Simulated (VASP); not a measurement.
Input of a VASP 6.6.1 run:

The input INCAR:

```
SYSTEM = Ir
ALGO     = Normal         ! electronic algorithm
EDIFF    = 1E-6           ! SCF threshold, eV
ENCUT    = 560            ! plane-wave cutoff, eV
GGA      = CA             ! functional
GGA_COMPAT= .FALSE.      
ISIF     = 2              ! what is computed and relaxed
ISMEAR   = -1             ! smearing method
LASPH    = .TRUE.         ! aspherical terms in the spheres
LCHARG   = .FALSE.        ! write CHGCAR
LREAL    = .FALSE.        ! projectors in reciprocal space
LWAVE    = .FALSE.        ! write WAVECAR
NBANDS   = 14             ! bands
NELM     = 120            ! most SCF steps
PREC     = Accurate       ! precision mode
SIGMA    = 0.05           ! smearing width, eV
```

KPOINTS

```
k-points
0
G
  10 10 10
  0 0 0
```

Contents of POSCAR:

```
Ir
1.0
    0.0000000000      1.8992240618      1.8992240618
    1.8992240618      0.0000000000      1.8992240618
    1.8992240618      1.8992240618      0.0000000000
Ir
1
Direct
    0.0000000000      0.0000000000      0.0000000000
```

Potentials or basis: VASP PAW LDA potentials, release 64 (Ir_sv_GW).

Launch:

```sh
$ cat potpaw_LDA.64/Ir_sv_GW/POTCAR > POTCAR
$ mpirun -np 1 vasp_std > vasp.out
```

**Question.** Estimate the pressure.

**Answer.** 3.9 GPa.

**Question.** What does it give for the band gap on the k mesh?

**Answer.** Zero (an odd number of electrons rules out a gap without spin polarisation).

Caveat: the cell stands under pressure; spin-orbit coupling is left out, which moves the levels of the heavy elements.
